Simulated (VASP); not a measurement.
Set up this calculation in VASP 6.6.1, as the native input.

```yaml
Task: single point
Functional: PBE
Potentials_or_basis: VASP PAW PBE potentials, release 64 (Be, Te)
Cutoff: 600 eV
k_mesh: 10 × 10 × 10
Occupations: gaussian, width 0.02 eV
Spin: no spin polarisation
Dipole_correction: no
Further_INCAR_settings: ALGO = Normal; EDIFF = 1e-06; NBANDS = 11
```

The structure of BeTe lies in POSCAR:

```
BeTe
1.0
    0.0000000000      2.6815534200      2.6815534200
    2.6815534200      0.0000000000      2.6815534200
    2.6815534200      2.6815534200      0.0000000000
Be Te
1 1
Direct
    0.0000000000      0.0000000000      0.0000000000
    0.7500000000      0.7500000000      0.7500000000
```

This cell differs from its parent crystal: Se replaced by Te, lengths x 1.050, strained.

The input as run:

INCAR

```
ALGO     = Normal         # electronic algorithm
EDIFF    = 1E-6           # SCF threshold, eV
ENCUT    = 600            # plane-wave cutoff, eV
GGA      = PE             # functional
GGA_COMPAT= F            
ISIF     = 2              # what is computed and relaxed
ISMEAR   = 0              # smearing method
LASPH    = T              # aspherical terms in the spheres
LCHARG   = T              # write CHGCAR
LELF     = T              # ELF
LREAL    = F              # projectors in reciprocal space
LVHAR    = T            
LWAVE    = F              # write WAVECAR
NBANDS   = 11             # bands
NELM     = 120            # most SCF steps
PREC     = Accurate       # precision mode
SIGMA    = 0.02           # smearing width, eV
```

KPOINTS

```
k-points
0
Gamma
  10 10 10
```

Potentials or basis: VASP PAW PBE potentials, release 64 (Be, Te).

Run with:

```console
$ cat potpaw_PBE.64/Be/POTCAR potpaw_PBE.64/Te/POTCAR > POTCAR
$ mpirun -np 1 vasp_std > vasp.out
```

It gave:

- Pressure: 13.1 GPa
- Band gap on the k mesh: 1.57 eV, indirect (least direct gap 3.45 eV)

Caveat: the cell differs from its parent crystal (Se replaced by Te, lengths x 1.050, strained); spin-orbit coupling is left out, which moves the levels of the heavy elements.

It took 36 s on 1 thread of Intel Xeon 8259CL (shared host), peak memory 0.18 GiB.
